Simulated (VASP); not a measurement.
# Nb3N in VASP: further runs, part 2 of 2

VASP 6.6.1. Earlier steps stand in the parts before.

## Step 3: Single point, PBE

Input file INCAR:

```
SYSTEM = Nb3N
PREC = Accurate ; ENCUT = 520
EDIFF = 1E-7 ; ISMEAR = 0
SIGMA = 0.1 ; LREAL = .FALSE.
LASPH = .TRUE. ; NELM = 80
ALGO = Normal ; ISIF = 2
LWAVE = .FALSE. ; LCHARG = .FALSE.
LDIPOL = .TRUE. ; IDIPOL = 3
DIPOL = 0.5 0.5 0.357 ; GGA = PE
NBANDS = 30
```

Input file KPOINTS:

```
Automatic mesh
0
G
  9 9 1
  0 0 0
```

Input file POSCAR:

```
Nb3N
1.0
    2.9829001615      0.0000000000      0.0000000000
    0.0000000000      2.9829001615      0.0000000000
    0.0000000000      0.0000000000     19.7446861459
Nb N
3 1
Direct
    0.5000000000      0.5000000000      0.2025861526
    0.0000000000      0.0000000000      0.3100743693
    0.5000000000      0.5000000000      0.4175648114
    0.6666666667      0.6666666667      0.4965421149
```

Potentials or basis: VASP PAW PBE potentials, release 64 (Nb_sv, N).

Run with:

```sh
cat potpaw_PBE.64/Nb_sv/POTCAR potpaw_PBE.64/N/POTCAR > POTCAR
mpirun -np 1 vasp_std > vasp.out
```

OUTCAR:

```text
SYSTEM = Nb3N
   PREC = Accurate
   ENCUT = 520
   EDIFF = 1E-7
   ISMEAR = 0
   LREAL = .FALSE.
   LASPH = .TRUE.
   NELM = 80
   ISIF = 2
   GGA = PE

 ion  position               nearest neighbor table
   1  0.500  0.500  0.203-   2 2.99   2 2.99   2 2.99   2 2.99
   2  0.000  0.000  0.310-   1 2.99   1 2.99   1 2.99   1 2.99   3 2.99   3 2.99   3 2.99   3 2.99

   3  0.500  0.500  0.418-   4 1.71   2 2.99   2 2.99   2 2.99   2 2.99
   4  0.667  0.667  0.497-   3 1.71

  LATTYP: Found a simple tetragonal cell.
 ALAT       =     2.9829001615
 C/A-ratio  =     6.6192916547

  Lattice vectors:

 A1 = (   2.9829001615,   0.0000000000,   0.0000000000)
 A2 = (   0.0000000000,   2.9829001615,   0.0000000000)
 A3 = (   0.0000000000,   0.0000000000,  19.7446861459)

Analysis of symmetry for initial positions (statically):
=====================================================================
 Subroutine PRICEL returns:
 Original cell was already a primitive cell.

 Routine SETGRP: Setting up the symmetry group for a
 simple tetragonal supercell.

 Subroutine GETGRP returns: Found  2 space group operations
 (whereof  2 operations were pure point group operations)
 out of a pool of 16 trial point group operations.

The static configuration has the point symmetry C_1h.

Analysis of symmetry for dynamics (positions and initial velocities):
=====================================================================
 Subroutine PRICEL returns:
 Original cell was already a primitive cell.

 Routine SETGRP: Setting up the symmetry group for a
 simple tetragonal supercell.

 Subroutine GETGRP returns: Found  2 space group operations
 (whereof  2 operations were pure point group operations)
 out of a pool of 16 trial point group operations.

The dynamic configuration has the point symmetry C_1h.

 Subroutine INISYM returns: Found  2 space group operations
 (whereof  2 operations are pure point group operations),
 and found     1 'primitive' translations

----------------------------------------------------------------------------------------

                                     Primitive cell

  volume of cell :     175.6822

  direct lattice vectors                    reciprocal lattice vectors
     2.982900161  0.000000000  0.000000000     0.335244207  0.000000000  0.000000000
     0.000000000  2.982900161  0.000000000     0.000000000  0.335244207  0.000000000
     0.000000000  0.000000000 19.744686146     0.000000000  0.000000000  0.050646538

  length of vectors
     2.982900161  2.982900161 19.744686146     0.335244207  0.335244207  0.050646538

  position of ions in fractional coordinates (direct lattice)
     0.500000000  0.500000000  0.202586153
     0.000000000  0.000000000  0.310074369
     0.500000000  0.500000000  0.417564811
     0.666666667  0.666666667  0.496542115

  ion indices of the primitive-cell ions
   primitive index   ion index
                 1           1
                 2           2
                 3           3
                 4           4

[... 31 lines left out ...]
  0.333333  0.000000  0.000000      4.000000
  0.444444  0.000000  0.000000      4.000000
  0.111111  0.111111  0.000000      2.000000
[... 16 lines left out ...]
 -0.333333  0.444444  0.000000      4.000000
  0.444444  0.444444  0.000000      2.000000
   k-points           NKPTS =     25   k-points in BZ     NKDIM =     25   number of bands    NBANDS=     30
   number of dos      NEDOS =    301   number of ions     NIONS =      4
   total plane-waves  NPLWV =  86400
   dimension x,y,z NGX =    24 NGY =   24 NGZ =  150
   dimension x,y,z NGXF=    48 NGYF=   48 NGZF=  300
   ions per type =               3   1
   NGX,Y,Z   is equivalent  to a cutoff of  13.38, 13.38, 12.63 a.u.
   NGXF,Y,Z  is equivalent  to a cutoff of  26.75, 26.75, 25.26 a.u.
 SYSTEM =  Nb3N
   PREC   = accura    normal or accurate (medium, high low for compatibility)
   ISTART =      0    job   : 0-new  1-cont  2-samecut
   ICHARG =      2    charge: 1-file 2-atom 10-const
   ISPIN  =      1    spin polarized calculation?
   LNONCOLLINEAR =      F non collinear calculations
   LSORBIT =      F    spin-orbit coupling
   LASPH  =      T    aspherical Exc in radial PAW
   ENCUT  =  520.0 eV  38.22 Ry    6.18 a.u.   5.55  5.55 36.71*2*pi/ulx,y,z
   NELM   =     80;   NELMIN=  2; NELMDL= -5     # of ELM steps
   EDIFF  = 0.1E-06   stopping-criterion for ELM
   LREAL  =      F    real-space projection
   EDIFFG = 0.1E-05   stopping-criterion for IOM
   NSW    =      0    number of steps for IOM
   IBRION =     -1    ionic relax: 0-MD 1-quasi-New 2-CG
   NFREE  =      0    steps in history (QN), initial steepest desc. (CG)
   ISIF   =      2    stress and relaxation
   ISYM   =      2    0-nonsym 1-usesym 2-fastsym
   POTIM  = 0.5000    time-step for ionic-motion
   TEBEG  =    0.0;   TEEND  =   0.0 temperature during run
   PSTRESS=    0.0 pullay stress
   NELECT =      44.0000    total number of electrons
   NUPDOWN=      -1.0000    fix difference up-down
   EMIN   =  10.00;   EMAX   =-10.00  energy-range for DOS
   EFERMI =   0.00;   METHOD = LEGACY
   ISMEAR =     0;   SIGMA  =   0.10  broadening in eV -4-tet -1-fermi 0-gaus
   EFERMI_NEDOS =   21; number of points for ismear=-14 and -15
   IALGO  =     38    algorithm
   IMIX   =      4    mixing-type and parameters
     AMIX     =   0.40;   BMIX     =  1.00
     AMIX_MAG =   1.60;   BMIX_MAG =  1.00
  volume/ion in A,a.u.               =      43.92       296.39
  Fermi-wavevector in a.u.,A,eV,Ry     =   1.031929  1.950063 14.488538  1.064878
  Thomas-Fermi vector in A             =   2.166102
   LORBIT       =      0    0 simple, 1 ext, 2 COOP (PROOUT), +10 PAW based schemes
   GGA     = PE    functional components
   LHFCALC =     F    Hartree Fock is set to
   AEXX    =    0.0000 exact exchange contribution
   IVDW    =     0    specifies the selected vdW correction
   LEPSILON=     F    determine dielectric tensor
   LRPA    =     F    only Hartree local field effects (RPA)
 non-spin polarized calculation
 Gauss-broadening in eV      SIGMA  =   0.10
  energy-cutoff  :      520.00
  volume of cell :      175.68
 maximum number of plane-waves:      4765
 NGX is ok and might be reduce to    24
   NGX = 11   NGY = 11   NGZ = 73

 dipolmoment           0.000000      0.000000     -0.060761 electrons x Angstroem

 number of electron      44.0000004 magnetization

 dipolmoment           0.000000      0.000000      0.174401 electrons x Angstroem

 Free energy of the ion-electron system (eV)
  ---------------------------------------------------
  ext. energy  EPLUGINS =         0.00000000
  ---------------------------------------------------
  free energy    TOTEN  =       -35.02739919 eV

  energy without entropy =      -34.99369008  energy(sigma->0) =      -35.01054464

 E-fermi :  -0.1542     XC(G=0):  -5.4467

 val. band max:       -0.1672614000   @ k =   0.1111   0.1111   0.0000
 cond. band min:      -0.1530484875   @ k =   0.3333   0.3333   0.0000
 fundamental gap:      0.0142129125
 Fermi energy:        -0.1541777713

 k-point     1 :       0.0000    0.0000    0.0000
  band No.  band energies     occupation
      1     -55.2530      2.00000
      2     -54.9237      2.00000
      3     -54.3713      2.00000
      4     -31.5080      2.00000
      5     -31.0731      2.00000
      6     -30.9603      2.00000
[... 781 lines left out ...]
     29       4.6617      0.00000
     30       5.1473      0.00000

 [... further k-points ...]

------------------------ aborting loop because EDIFF is reached ----------------------------------------

 vacuum level on the upper side and lower side of the slab       (xc-potential included)         1.632        -1.907

  FORCE on cell =-STRESS in cart. coord.  units (eV):
  Direction    XX          YY          ZZ          XY          YZ          ZX
  --------------------------------------------------------------------------------------
  -------------------------------------------------------------------------------------
  Total       -2.4055809     -2.4055809      1.7699563      0.5572281      1.4138250      1.4138255
  in kB      -21.9382953    -21.9382953     16.1415580      5.0817803     12.8937298     12.8937343
  external PRESSURE =      -9.2450109 kB  Pullay stress =       0.0000000 kB

 VOLUME and BASIS-vectors are now :
 -----------------------------------------------------------------------------
  energy-cutoff  :      520.00
  volume of cell :      175.68
      direct lattice vectors                 reciprocal lattice vectors
     2.982900161  0.000000000  0.000000000     0.335244207  0.000000000  0.000000000
     0.000000000  2.982900161  0.000000000     0.000000000  0.335244207  0.000000000
     0.000000000  0.000000000 19.744686146     0.000000000  0.000000000  0.050646538

 POSITION                                       TOTAL-FORCE (eV/Angst)
 -----------------------------------------------------------------------------------
      1.49145      1.49145      4.00000         0.035394      0.035394      0.233817
      0.00000      0.00000      6.12232         0.052090      0.052090     -1.260060
      1.49145      1.49145      8.24469        -1.163489     -1.163489      0.941457
      1.98860      1.98860      9.80407         1.076004      1.076004      0.084786
 -----------------------------------------------------------------------------------
    total drift:                               -0.000018     -0.000018      0.000081

  FREE ENERGIE OF THE ION-ELECTRON SYSTEM (eV)
  ---------------------------------------------------
  free  energy   TOTEN  =       -35.0273991890 eV

  energy  without entropy=      -34.9936900832  energy(sigma->0) =      -35.01054464

 vacuum level on the upper side and lower side of the slab         7.519         3.901
```

Run time: 2.9 min. Hardware: 1 thread of Intel Xeon Platinum 8559C (Emerald Rapids), shared host; peak memory 0.33 GiB.

Results:

```yaml
Free_energy: -35.0274 eV
Largest_force: 1.896 eV/Å
Band_gap_on_the_k_mesh: zero (bands 22 and 23 overlap by 0.23 eV)
```

Forces in eV/Å, atoms in the order of the input:
```
Nb   0.035  0.035  0.234
Nb   0.052  0.052 -1.260
Nb  -1.163 -1.163  0.941
N    1.076  1.076  0.085
```
